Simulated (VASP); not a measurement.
Rh:

```
Rh
1.0
     0.00000    1.89785    1.89785
     1.89785    0.00000    1.89785
     1.89785    1.89785    0.00000
Rh
1
Direct
  0.00000 0.00000 0.00000
```

```yaml
Program: VASP 6.6.1
Task: relaxation of cell and atoms
Functional: PBEsol
Potentials_or_basis: VASP PAW PBE potentials, release 64 (Rh_pv)
Cutoff: 600 eV
k_mesh: 10 × 10 × 10
Occupations: fermi-dirac, width 0.05 eV
Spin: no spin polarisation
```

At the start: pressure -3.8 GPa; volume 13.67 Å³/atom.

Problem. Where does the relaxation end?

Solution. Over 3 steps the energy falls by 2.1 meV/atom and the volume is 13.50 Å³/atom (-1.3 %); space group Fm-3m (No. 225, to 0.05 Å).

Step by step:
| step | energy change (eV) | largest force (eV/Å) | pressure (GPa) | volume (Å³) |
| --- | --- | --- | --- | --- |
| 1 | 0.0000 | 0.0000 | -3.77 | 13.67 |
| 2 | 0.0127 | 0.0000 | 11.01 | 13.05 |
| 3 | -0.0021 | 0.0000 | -0.03 | 13.50 |

Final structure:
```cif
data_structure
_symmetry_space_group_name_H-M 'P 1'
_symmetry_Int_Tables_number 1
_cell_length_a 2.6724
_cell_length_b 2.6724
_cell_length_c 2.6724
_cell_angle_alpha 60.000
_cell_angle_beta 60.000
_cell_angle_gamma 60.000
_cell_volume 13.50
loop_
_atom_site_label
_atom_site_type_symbol
_atom_site_fract_x
_atom_site_fract_y
_atom_site_fract_z
_atom_site_occupancy
Rh1 Rh 0.00000 0.00000 0.00000 1
```

Caveat: the PAW data sets were made with another functional, which shifts forces and pressure a little.
